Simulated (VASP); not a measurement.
# Si2O (Ima2) in VASP: single point with PBE

Aim: the single point of Si2O with PBE.

Program: VASP 6.6.1. These are calculated values, not measurements. Logs are shortened: lines on timing, memory, paths and dates and some standing lists are left out, and cuts for length are marked.

**1. The cell of the first run**

The typed cell holds 6 atoms: a = 5.934 Å, b = 5.934 Å, c = 5.934 Å, α = 76.08°, β = 117.39°, γ = 141.31°.

**2. Single point, PBE**

INCAR

```
PREC     = Accurate       # precision mode
ENCUT    = 520            # plane-wave cutoff, eV
EDIFF    = 1E-6           # SCF threshold, eV
ISMEAR   = 0              # smearing method
SIGMA    = 0.1            # smearing width, eV
LREAL    = False          # projectors in reciprocal space
LASPH    = True           # aspherical terms in the spheres
NELM     = 80             # most SCF steps
ALGO     = Normal         # electronic algorithm
ISIF     = 2              # what is computed and relaxed
LWAVE    = False          # write WAVECAR
LCHARG   = False          # write CHGCAR
GGA      = PE             # functional
NBANDS   = 23             # bands
```

KPOINTS

```
Automatic mesh
0
Gamma
  6 6 6
```

POSCAR

```
Si2O
1.0
   -4.6731145389      3.0829114618      1.9657279845
    4.6731145389     -3.0829114618      1.9657279845
    4.6731145389      3.0829114618     -1.9657279845
Si O
4 2
Direct
    0.6936092986     -0.0796404622      0.9480062527
    0.6936092986      0.2456030460      0.2732497608
   -0.0276467148      0.7456030460      0.0519937473
   -0.0276467148      0.4203595378      0.7267502392
    0.8149198530      1.0840374137      0.2308824393
    0.8531549744      0.5840374137      0.7691175607
```

Potentials or basis: VASP PAW PBE potentials, release 64 (Si, O).

Run with:

```
> cat potpaw_PBE.64/Si/POTCAR potpaw_PBE.64/O/POTCAR > POTCAR
> mpirun -np 1 vasp_std > vasp.out
```

OUTCAR:

```text
PREC = Accurate
   ENCUT = 520
   EDIFF = 1E-6
   ISMEAR = 0
   LREAL = False
   LASPH = True
   NELM = 80
   ISIF = 2
   GGA = PE

 ion  position               nearest neighbor table
   1  0.694  0.920  0.948-   5 1.69   3 2.37   4 2.39   4 2.39   2 3.04
   2  0.694  0.246  0.273-   5 1.69   4 2.37   3 2.39   3 2.39   1 3.04
   3  0.972  0.746  0.052-   6 1.69   1 2.37   2 2.39   2 2.39   4 3.04
   4  0.972  0.420  0.727-   6 1.69   2 2.37   1 2.39   1 2.39   3 3.04
   5  0.815  0.084  0.231-   1 1.69   2 1.69
   6  0.853  0.584  0.769-   3 1.69   4 1.69

  LATTYP: Found a body centered orthorhombic cell.
 ALAT       =     3.9314559690
 B/A-ratio  =     1.5683306572
 C/A-ratio  =     2.3772946083

  Lattice vectors:

 A1 = (  -4.6731145389,   3.0829114618,  -1.9657279845)
 A2 = (  -4.6731145389,  -3.0829114618,   1.9657279845)
 A3 = (   4.6731145389,   3.0829114618,   1.9657279845)

Analysis of symmetry for initial positions (statically):
=====================================================================
 Subroutine PRICEL returns:
 Original cell was already a primitive cell.

 Routine SETGRP: Setting up the symmetry group for a
 body centered orthorhombic supercell.

 Subroutine GETGRP returns: Found  4 space group operations
 (whereof  2 operations were pure point group operations)
 out of a pool of  8 trial point group operations.

The static configuration has the point symmetry C_2 .
 The point group associated with its full space group is C_2v.

Analysis of symmetry for dynamics (positions and initial velocities):
=====================================================================
 Subroutine PRICEL returns:
 Original cell was already a primitive cell.

 Routine SETGRP: Setting up the symmetry group for a
 body centered orthorhombic supercell.

 Subroutine GETGRP returns: Found  4 space group operations
 (whereof  2 operations were pure point group operations)
 out of a pool of  8 trial point group operations.

The dynamic configuration has the point symmetry C_2 .
 The point group associated with its full space group is C_2v.

 Subroutine INISYM returns: Found  4 space group operations
 (whereof  2 operations are pure point group operations),
 and found     1 'primitive' translations

----------------------------------------------------------------------------------------

                                     Primitive cell

  volume of cell :     113.2794
[... 100 lines left out ...]
   NSW    =      0    number of steps for IOM
   IBRION =     -1    ionic relax: 0-MD 1-quasi-New 2-CG
   NFREE  =      0    steps in history (QN), initial steepest desc. (CG)
   ISIF   =      2    stress and relaxation
   ISYM   =      2    0-nonsym 1-usesym 2-fastsym
   POTIM  = 0.5000    time-step for ionic-motion
   TEBEG  =    0.0;   TEEND  =   0.0 temperature during run
   PSTRESS=    0.0 pullay stress
   NELECT =      28.0000    total number of electrons
   NUPDOWN=      -1.0000    fix difference up-down
   EMIN   =  10.00;   EMAX   =-10.00  energy-range for DOS
   EFERMI =   0.00;   METHOD = LEGACY
   ISMEAR =     0;   SIGMA  =   0.10  broadening in eV -4-tet -1-fermi 0-gaus
   EFERMI_NEDOS =   21; number of points for ismear=-14 and -15
   IALGO  =     38    algorithm
   IMIX   =      4    mixing-type and parameters
     AMIX     =   0.40;   BMIX     =  1.00
     AMIX_MAG =   1.60;   BMIX_MAG =  1.00
  volume/ion in A,a.u.               =      18.88       127.41
  Fermi-wavevector in a.u.,A,eV,Ry     =   1.027410  1.941524 14.361925  1.055572
  Thomas-Fermi vector in A             =   2.161354
   LORBIT       =      0    0 simple, 1 ext, 2 COOP (PROOUT), +10 PAW based schemes
   GGA     = PE    functional components
   LHFCALC =     F    Hartree Fock is set to
   AEXX    =    0.0000 exact exchange contribution
   IVDW    =     0    specifies the selected vdW correction
   LEPSILON=     F    determine dielectric tensor
   LRPA    =     F    only Hartree local field effects (RPA)
 non-spin polarized calculation
 Gauss-broadening in eV      SIGMA  =   0.10
  energy-cutoff  :      520.00
  volume of cell :      113.28
 maximum number of plane-waves:      3078
 NGX is ok and might be reduce to    48
   NGX = 23   NGY = 23   NGZ = 23

 number of electron      28.0000000 magnetization

 Free energy of the ion-electron system (eV)
  ---------------------------------------------------
  ext. energy  EPLUGINS =         0.00000000
  ---------------------------------------------------
  free energy    TOTEN  =       -37.76919595 eV

  energy without entropy =      -37.76616251  energy(sigma->0) =      -37.76767923

 E-fermi :   4.1376     XC(G=0):  -8.5304

 val. band max:        4.1360566387   @ k =  -0.1667   0.1667   0.0000
 cond. band min:       4.1606541597   @ k =  -0.1667   0.1667   0.1667
 fundamental gap:      0.0245975210
 Fermi energy:         4.1375549737

 k-point     1 :       0.0000    0.0000    0.0000
  band No.  band energies     occupation
      1     -16.4378      2.00000
      2     -16.1292      2.00000
      3      -5.7525      2.00000
      4      -5.7389      2.00000
      5      -5.3111      2.00000
      6      -2.1909      2.00000
[... 613 lines left out ...]
     22      10.0964      0.00000
     23      11.8370      0.00000

 [... further k-points ...]

------------------------ aborting loop because EDIFF is reached ----------------------------------------

  FORCE on cell =-STRESS in cart. coord.  units (eV):
  Direction    XX          YY          ZZ          XY          YZ          ZX
  --------------------------------------------------------------------------------------
  -------------------------------------------------------------------------------------
  Total        0.2265312     -0.1099577     -0.0563047      0.0000000      0.0000000      0.0000000
  in kB        3.2039641     -1.5551967     -0.7963504      0.0000000      0.0000000      0.0000000
  external PRESSURE =       0.2841390 kB  Pullay stress =       0.0000000 kB

 VOLUME and BASIS-vectors are now :
 -----------------------------------------------------------------------------
  energy-cutoff  :      520.00
  volume of cell :      113.28
      direct lattice vectors                 reciprocal lattice vectors
    -4.673114539  3.082911462  1.965727984     0.000000000  0.162184353  0.254358693
     4.673114539 -3.082911462  1.965727984     0.106995024  0.000000000  0.254358693
     4.673114539  3.082911462 -1.965727984     0.106995024  0.162184353  0.000000000

 POSITION                                       TOTAL-FORCE (eV/Angst)
 -----------------------------------------------------------------------------------
      5.48977      2.22357      1.30910        -0.068602      0.001290      0.005352
     -0.81666      2.22357      1.30910         0.068602      0.001290      0.005352
     -0.81666      0.85934      3.27483         0.068602     -0.001290      0.005352
      0.81666      3.94225      1.30910        -0.068602     -0.001290      0.005352
     -2.33656      2.96504      1.31325        -0.000000      0.014319     -0.010705
      2.33656      3.20079      1.31325        -0.000000     -0.014319     -0.010705
 -----------------------------------------------------------------------------------
    total drift:                               -0.000000      0.000000     -0.000018

  FREE ENERGIE OF THE ION-ELECTRON SYSTEM (eV)
  ---------------------------------------------------
  free  energy   TOTEN  =       -37.7691959533 eV

  energy  without entropy=      -37.7661625102  energy(sigma->0) =      -37.76767923
```

OSZICAR:

```text
N       E                     dE             d eps       ncg     rms          rms(c)
DAV:   1     0.111798061736E+03    0.11180E+03   -0.12189E+04  2116   0.103E+03
DAV:   2    -0.300613346542E+02   -0.14186E+03   -0.13494E+03  2729   0.203E+02
DAV:   3    -0.410746148311E+02   -0.11013E+02   -0.10933E+02  2769   0.591E+01
DAV:   4    -0.412235438963E+02   -0.14893E+00   -0.14888E+00  2531   0.783E+00
DAV:   5    -0.412258798235E+02   -0.23359E-02   -0.23358E-02  2912   0.949E-01    0.141E+01
DAV:   6    -0.378380559144E+02    0.33878E+01   -0.15451E+01  2270   0.282E+01    0.813E+00
DAV:   7    -0.378083830991E+02    0.29673E-01   -0.13114E+00  2431   0.733E+00    0.351E+00
DAV:   8    -0.377735115694E+02    0.34872E-01   -0.27005E-01  2673   0.350E+00    0.115E+00
DAV:   9    -0.377662338989E+02    0.72777E-02   -0.69787E-02  2634   0.174E+00    0.248E-01
DAV:  10    -0.377685032287E+02   -0.22693E-02   -0.76701E-03  2438   0.547E-01    0.120E-01
DAV:  11    -0.377691112832E+02   -0.60805E-03   -0.10445E-03  2658   0.201E-01    0.527E-02
DAV:  12    -0.377691984152E+02   -0.87132E-04   -0.22546E-04  2649   0.100E-01    0.203E-02
DAV:  13    -0.377691942481E+02    0.41671E-05   -0.30132E-05  2578   0.418E-02    0.552E-03
DAV:  14    -0.377691965608E+02   -0.23127E-05   -0.11052E-05  2599   0.201E-02    0.531E-03
DAV:  15    -0.377691959533E+02    0.60745E-06   -0.14031E-06  1945   0.902E-03
   1 F= -.37769196E+02 E0= -.37767679E+02  d E =-.303344E-02
```

Wall time 75 s (1 thread of Intel Xeon 6975P-C (Granite Rapids), shared host); peak memory 0.35 GiB.

Results:

| Item | Value |
| --- | --- |
| Free energy | -37.7692 eV |
| Pressure | 0.0 GPa |
| Largest force | 0.069 eV/Å |
| Band gap on the k mesh | zero (bands 14 and 15 overlap by 0.44 eV) |

Forces on the atoms (eV/Å):
```
Si  -0.069  0.001  0.005
Si   0.069  0.001  0.005
Si   0.069 -0.001  0.005
Si  -0.069 -0.001  0.005
O    0.000  0.014 -0.011
O    0.000 -0.014 -0.011
```

The gap in the log of VASP goes by the Fermi energy; the results here count the filled bands.